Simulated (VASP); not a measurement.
Set up this calculation in VASP 6.6.1, as the native input.

```
Task                   : single point
Functional             : PBE
Potentials or basis    : VASP PAW PBE potentials, release 64 (Hf_pv, O)
Cutoff                 : 520 eV
k mesh                 : 9 × 9 × 9
Occupations            : fermi-dirac, width 0.01 eV
Spin                   : no spin polarisation
Dipole correction      : no
Further INCAR settings : ALGO = Normal; EDIFF = 1e-06; NBANDS = 18
```

The structure of HfO2 lies in POSCAR:

```
HfO2
1.0
    0.0000000000      2.5229349520      2.5229349520
    2.5229349520      0.0000000000      2.5229349520
    2.5229349520      2.5229349520      0.0000000000
Hf O
1 2
Direct
    0.0000000000      0.0000000000      0.0000000000
    0.2500000000      0.2500000000      0.2500000000
    0.7500000000      0.7500000000      0.7500000000
```

This cell differs from its parent crystal: volume scaled by 0.96.

The input as run:

INCAR

```
PREC = Accurate ; ENCUT = 520
EDIFF = 1E-6 ; ISMEAR = -1
SIGMA = 0.01 ; LREAL = F
LASPH = T ; NELM = 80
ALGO = Normal ; ISIF = 2
LWAVE = F ; LCHARG = T
GGA = PE ; LELF = T
LVHAR = T ; NBANDS = 18
```

KPOINTS

```
regular mesh
0
Gamma
  9 9 9
```

Potentials or basis: VASP PAW PBE potentials, release 64 (Hf_pv, O).

Run with:

```console
$ cat potpaw_PBE.64/Hf_pv/POTCAR potpaw_PBE.64/O/POTCAR > POTCAR
$ mpirun -np 1 vasp_std > vasp.out
```

Results of the run:

```yaml
Pressure: 4.1 GPa
Band_gap_on_the_k_mesh: 3.95 eV, indirect (least direct gap 4.07 eV)
```

Caveat: spin-orbit coupling is left out, which moves the levels of the heavy elements.

Run time: 11 s on 1 thread of Intel(R) Xeon(R) Platinum 8559C (Emerald Rapids) (shared host), peak memory 0.17 GiB.
